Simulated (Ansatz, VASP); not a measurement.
**PtS2: VASP beside Ansatz**

```
Pt S
1.0
     5.51009    0.00000    0.00000
     0.00000    5.51009    0.00000
     0.00000    0.00000    3.77947
Pt S
2 4
Direct
  0.00000 0.00000 0.00000
  0.50000 0.50000 0.50000
  0.68805 0.31195 0.00000
  0.31195 0.68805 0.00000
  0.18805 0.18805 0.50000
  0.81195 0.81195 0.50000
```

Alike in both runs: task relaxation of cell and atoms; functional PBE; k mesh 4 × 4 × 4; occupations gaussian, width 0.1 eV; no spin polarisation.

|  | VASP | Ansatz |
| --- | --- | --- |
| version | VASP 6.6.1 | Ansatz 0.2.0 |
| potentials or method | VASP PAW PBE potentials, release 64 (Pt, S), cutoff 600 eV | scalar-relativistic, plane waves, PAW |
| valence electrons in the cell | 44 | 60 |

Ansatz gave:

```
gap on the k mesh at the Fermi level, each at its own relaxed structure (eV) : none
relaxed volume (Å³/atom)                                                     : 18.93
relaxed cell length with the largest relative difference (Å)                 : 3.827
```

Problem. Estimate VASP's values.

Solution. gap on the k mesh at the Fermi level, each at its own relaxed structure (eV): none; relaxed volume (Å³/atom): 18.91; relaxed cell length with the largest relative difference (Å): 3.822.

A gap of «none» marks a metal or a gap that the smearing closes. VASP's potentials hold 44 valence electrons a cell and Ansatz's 60, so a difference there can come from the potentials and not from the codes.

The k mesh is coarse, so the values compare programs but aren't converged. Neither program's run includes spin-orbit coupling.
